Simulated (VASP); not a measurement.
# Re (P6_3/mmc) in VASP: a series of runs

The runs below take Re through single point, relaxation of volume and atoms at fixed shape, with r2SCAN.

All numbers are computed with VASP 6.6.1; they aren't measurements. Logs are shortened: lines on timing, memory, paths and dates and some standing lists are left out, and cuts for length are marked.

## (1) The cell of the first run

It takes space group P6_3/mmc (No. 194, hexagonal). Conventional cell: a = 2.760 Å, b = 2.760 Å, c = 4.457 Å, α = 90.00°, β = 90.00°, γ = 120.00°. Within 3.6 Å of Re (site symmetry -6m2) lie 12 Re at 2.74 to 2.76 Å.

## (2) Single point, r2SCAN

Input file POSCAR:

```
Re
1.0
    2.7601968584      0.0000000000      0.0000000000
   -1.3800984292      2.3904005988      0.0000000000
    0.0000000000      0.0000000000      4.4572260382
Re
2
Direct
    0.3333333333      0.6666666667      0.2500000000
    0.6666666667      0.3333333333      0.7500000000
```

Input file INCAR.step1:

```
PREC = Accurate
ENCUT = 520
ISMEAR = -1
SIGMA = 0.1
LREAL = F
LASPH = T
NELM = 100
NBANDS = 14
GGA = PE
ALGO = Normal
EDIFF = 1E-4
LWAVE = T
LCHARG = F
```

Input file INCAR.step2:

```
PREC = Accurate
ENCUT = 520
EDIFF = 1E-6
ISMEAR = -1
SIGMA = 0.1
LREAL = F
LASPH = T
NELM = 100
ALGO = Normal
ISIF = 2
LWAVE = F
LCHARG = F
METAGGA = R2SCAN
LMIXTAU = T
NBANDS = 14
ISTART = 1
```

Input file KPOINTS:

```
Automatic mesh
0
Gamma
  8 8 5
```

Potentials or basis: VASP PAW PBE potentials, release 64 (Re).

Started as:

```
> cat potpaw_PBE.64/Re/POTCAR > POTCAR
> cp INCAR.step1 INCAR
> mpirun -np 1 vasp_std > vasp.out
> cp INCAR.step2 INCAR
> mpirun -np 1 vasp_std > vasp.out
```

OUTCAR:

```text
PREC = Accurate
   ENCUT = 520
   EDIFF = 1E-6
   ISMEAR = -1
   LREAL = F
   LASPH = T
   NELM = 100
   ISIF = 2
   METAGGA = R2SCAN
   ISTART = 1

 ion  position               nearest neighbor table
   1  0.333  0.667  0.250-   2 2.74   2 2.74   2 2.74   2 2.74   2 2.74   2 2.74
   2  0.667  0.333  0.750-   1 2.74   1 2.74   1 2.74   1 2.74   1 2.74   1 2.74

  LATTYP: Found a hexagonal cell.
 ALAT       =     2.7601968584
 C/A-ratio  =     1.6148217924

  Lattice vectors:

 A1 = (   2.7601968584,   0.0000000000,   0.0000000000)
 A2 = (  -1.3800984292,   2.3904005988,   0.0000000000)
 A3 = (   0.0000000000,   0.0000000000,   4.4572260382)

Analysis of symmetry for initial positions (statically):
=====================================================================
 Subroutine PRICEL returns:
 Original cell was already a primitive cell.

 Routine SETGRP: Setting up the symmetry group for a
 hexagonal supercell.

 Subroutine GETGRP returns: Found 24 space group operations
 (whereof 12 operations were pure point group operations)
 out of a pool of 24 trial point group operations.

The static configuration has the point symmetry D_3d.
 The point group associated with its full space group is D_6h.

Analysis of symmetry for dynamics (positions and initial velocities):
=====================================================================
 Subroutine PRICEL returns:
 Original cell was already a primitive cell.

 Routine SETGRP: Setting up the symmetry group for a
 hexagonal supercell.

 Subroutine GETGRP returns: Found 24 space group operations
 (whereof 12 operations were pure point group operations)
 out of a pool of 24 trial point group operations.

The dynamic configuration has the point symmetry D_3d.
 The point group associated with its full space group is D_6h.

 Subroutine INISYM returns: Found 24 space group operations
 (whereof 12 operations are pure point group operations),
 and found     1 'primitive' translations

----------------------------------------------------------------------------------------

                                     Primitive cell

  volume of cell :      29.4087

  direct lattice vectors                    reciprocal lattice vectors
     2.760196858  0.000000000  0.000000000     0.362293000  0.209169961  0.000000000
    -1.380098429  2.390400599  0.000000000     0.000000000  0.418339922  0.000000000
     0.000000000  0.000000000  4.457226038     0.000000000  0.000000000  0.224354787

  length of vectors
     2.760196858  2.760196858  4.457226038     0.418339922  0.418339922  0.224354787

  position of ions in fractional coordinates (direct lattice)
     0.333333333  0.666666667  0.250000000
     0.666666667  0.333333333  0.750000000

  ion indices of the primitive-cell ions
   primitive index   ion index
                 1           1
                 2           2

----------------------------------------------------------------------------------------

 KPOINTS: Automatic mesh

Automatic generation of k-mesh.
 Grid dimensions read from file:
 generate k-points for:    8    8    5

 Generating k-lattice:

  Cartesian coordinates                     Fractional coordinates (reciprocal lattice)
     0.045286625  0.026146245  0.000000000     0.125000000 -0.000000000  0.000000000
     0.000000000  0.052292490  0.000000000     0.000000000  0.125000000  0.000000000
     0.000000000  0.000000000  0.044870957     0.000000000  0.000000000  0.200000000

  Length of vectors
     0.052292490  0.052292490  0.044870957

  Shift w.r.t. Gamma in fractional coordinates (k-lattice)
     0.000000000  0.000000000  0.000000000

 Subroutine IBZKPT returns following result:
 ===========================================

 Found     30 irreducible k-points:

 Following reciprocal coordinates:
            Coordinates               Weight
  0.000000  0.000000  0.000000      1.000000
  0.125000 -0.000000  0.000000      6.000000
  0.250000 -0.000000  0.000000      6.000000
  0.375000 -0.000000  0.000000      6.000000
  0.500000 -0.000000  0.000000      3.000000
  0.125000  0.125000  0.000000      6.000000
[... 16 lines left out ...]
  0.250000 -0.000000  0.400000     12.000000
  0.375000 -0.000000  0.400000     12.000000
 [... further k-points ...]
   k-points           NKPTS =     30   k-points in BZ     NKDIM =     30   number of bands    NBANDS=     14
   number of dos      NEDOS =    301   number of ions     NIONS =      2
   total plane-waves  NPLWV =  20736
   dimension x,y,z NGX =    24 NGY =   24 NGZ =   36
   dimension x,y,z NGXF=    48 NGYF=   48 NGZF=   72
   ions per type =               2
   NGX,Y,Z   is equivalent  to a cutoff of  14.46, 14.46, 13.43 a.u.
   NGXF,Y,Z  is equivalent  to a cutoff of  28.91, 28.91, 26.85 a.u.
 SYSTEM =  unknown system
   PREC   = accura    normal or accurate (medium, high low for compatibility)
   ISTART =      1    job   : 0-new  1-cont  2-samecut
   ICHARG =      0    charge: 1-file 2-atom 10-const
   ISPIN  =      1    spin polarized calculation?
   LNONCOLLINEAR =      F non collinear calculations
   LSORBIT =      F    spin-orbit coupling
   LASPH  =      T    aspherical Exc in radial PAW
   ENCUT  =  520.0 eV  38.22 Ry    6.18 a.u.   5.13  5.13  8.29*2*pi/ulx,y,z
   NELM   =    100;   NELMIN=  2; NELMDL=  0     # of ELM steps
   EDIFF  = 0.1E-05   stopping-criterion for ELM
   LREAL  =      F    real-space projection
   EDIFFG = 0.1E-04   stopping-criterion for IOM
   NSW    =      0    number of steps for IOM
   IBRION =     -1    ionic relax: 0-MD 1-quasi-New 2-CG
   NFREE  =      0    steps in history (QN), initial steepest desc. (CG)
   ISIF   =      2    stress and relaxation
   ISYM   =      2    0-nonsym 1-usesym 2-fastsym
   POTIM  = 0.5000    time-step for ionic-motion
   TEBEG  =    0.0;   TEEND  =   0.0 temperature during run
   PSTRESS=    0.0 pullay stress
   NELECT =      14.0000    total number of electrons
   NUPDOWN=      -1.0000    fix difference up-down
   EMIN   =  10.00;   EMAX   =-10.00  energy-range for DOS
   EFERMI =   0.00;   METHOD = LEGACY
   ISMEAR =    -1;   SIGMA  =   0.10  broadening in eV -4-tet -1-fermi 0-gaus
   EFERMI_NEDOS =   21; number of points for ismear=-14 and -15
   IALGO  =     38    algorithm
   IMIX   =      4    mixing-type and parameters
     AMIX     =   0.40;   BMIX     =  1.00
     AMIX_MAG =   1.60;   BMIX_MAG =  1.00
  volume/ion in A,a.u.               =      14.70        99.23
  Fermi-wavevector in a.u.,A,eV,Ry     =   1.278279  2.415597 22.231887  1.633998
  Thomas-Fermi vector in A             =   2.410831
   LORBIT       =      0    0 simple, 1 ext, 2 COOP (PROOUT), +10 PAW based schemes
   METAGGA = R2SCAN    functional components
   LHFCALC =     F    Hartree Fock is set to
   AEXX    =    0.0000 exact exchange contribution
   IVDW    =     0    specifies the selected vdW correction
   LEPSILON=     F    determine dielectric tensor
   LRPA    =     F    only Hartree local field effects (RPA)
 non-spin polarized calculation
  energy-cutoff  :      520.00
  volume of cell :       29.41
 maximum number of plane-waves:       814
 NGX is ok and might be reduce to    24
   NGX = 11   NGY = 11   NGZ = 17

 number of electron      14.0000000 magnetization

 Free energy of the ion-electron system (eV)
  ---------------------------------------------------
  ext. energy  EPLUGINS =         0.00000000
  ---------------------------------------------------
  free energy    TOTEN  =      -104.92945825 eV

  energy without entropy =     -104.88243809  energy(sigma->0) =     -104.90594817

 E-fermi :   7.6633     XC(G=0): -14.9947

 val. band max:        7.6123936135   @ k =   0.1250   0.1250   0.0000
 cond. band min:       7.6747646491   @ k =   0.1250  -0.0000   0.0000
 fundamental gap:      0.0623710356
 Fermi energy:         7.6632880791

 k-point     1 :       0.0000    0.0000    0.0000
  band No.  band energies     occupation
      1      -2.6567      2.00000
      2       0.7564      2.00000
      3       6.0557      2.00000
      4       6.0616      2.00000
      5       6.0616      2.00000
      6       6.9260      1.99874
      7       6.9260      1.99874
      8       7.9131      0.15203
      9       7.9131      0.15203
     10       8.2470      0.00582
     11      11.2165      0.00000
     12      11.2165      0.00000
     13      18.2606      0.00000
     14      22.5099      0.00000

 k-point     2 :       0.1250   -0.0000    0.0000
  band No.  band energies     occupation
      1      -2.0028      2.00000
      2       1.3462      2.00000
      3       5.0997      2.00000
      4       6.3682      2.00000
      5       6.4400      1.99999
      6       6.6655      1.99991
      7       6.9261      1.99874
      8       7.4549      1.77861
      9       7.4941      1.68890
     10       7.6748      0.94268
     11      11.5091      0.00000
     12      13.3879      0.00000
     13      18.1847      0.00000
     14      23.8733      0.00000

 k-point     3 :       0.2500   -0.0000    0.0000
  band No.  band energies     occupation
      1      -0.3629      2.00000
      2       2.2220      2.00000
      3       4.1763      2.00000
      4       4.5189      2.00000
      5       5.8364      2.00000
      6       6.6083      1.99995
      7       7.0141      1.99697
      8       8.3318      0.00250
      9       8.3563      0.00195
     10       9.0572      0.00000
     11      11.9422      0.00000
     12      16.6215      0.00000
     13      17.7120      0.00000
     14      23.4728      0.00000
[... 324 lines left out ...]
 k-point    23 :       0.2500   -0.0000    0.4000
  band No.  band energies     occupation
      1       0.8019      2.00000
      2       1.9581      2.00000
      3       3.6109      2.00000
      4       4.3995      2.00000
      5       5.4027      2.00000
      6       6.1843      2.00000
      7       7.1677      1.98602
      8       7.8608      0.24366
      9       9.7339      0.00000
     10      10.1922      0.00000
     11      10.8253      0.00000
     12      12.1290      0.00000
     13      21.9076      0.00000
     14      24.4468      0.00000

 k-point    24 :       0.3750   -0.0000    0.4000
  band No.  band energies     occupation
      1       1.0259      2.00000
      2       1.6784      2.00000
      3       3.3229      2.00000
      4       3.9224      2.00000
      5       6.9027      1.99901
      6       7.3564      1.91121
      7       7.7210      0.71911
      8       8.8835      0.00001
      9      11.0644      0.00000
     10      11.1235      0.00000
     11      11.4996      0.00000
     12      12.8185      0.00000
     13      19.9187      0.00000
     14      21.6512      0.00000

 [... further k-points ...]
[... 5 lines left out ...]
  --------------------------------------------------------------------------------------
  -------------------------------------------------------------------------------------
  Total        0.0037181      0.0037181     -0.0025370      0.0000000      0.0000000     -0.0000000
  in kB        0.2025617      0.2025617     -0.1382178      0.0000000      0.0000000     -0.0000000
  external PRESSURE =       0.0889686 kB  Pullay stress =       0.0000000 kB

 VOLUME and BASIS-vectors are now :
 -----------------------------------------------------------------------------
  energy-cutoff  :      520.00
  volume of cell :       29.41
      direct lattice vectors                 reciprocal lattice vectors
     2.760196858  0.000000000  0.000000000     0.362293000  0.209169961  0.000000000
    -1.380098429  2.390400599  0.000000000     0.000000000  0.418339922  0.000000000
     0.000000000  0.000000000  4.457226038     0.000000000  0.000000000  0.224354787

 POSITION                                       TOTAL-FORCE (eV/Angst)
 -----------------------------------------------------------------------------------
     -0.00000      1.59360      1.11431         0.000000     -0.000000      0.000000
      1.38010      0.79680      3.34292        -0.000000      0.000000      0.000000
 -----------------------------------------------------------------------------------
    total drift:                               -0.000000      0.000000     -0.000000

  FREE ENERGIE OF THE ION-ELECTRON SYSTEM (eV)
  ---------------------------------------------------
  free  energy   TOTEN  =      -104.9294582480 eV

  energy  without entropy=     -104.8824380935  energy(sigma->0) =     -104.90594817
```

Run time: 44 s. Hardware: 1 thread of Intel Xeon 6975P-C, shared host; peak memory 0.16 GiB.

What came out:

* Free energy: -104.9295 eV
* Pressure: 0.0 GPa
* Band gap on the k mesh: zero (band 7 reaches 9.08 eV, above the bottom of band 8 at 6.12 eV)

Caveat: the PAW data sets were made with another functional, which shifts forces and pressure a little; spin-orbit coupling is left out, which moves the levels of the heavy elements.

(Part 1 of 2 ends here.)
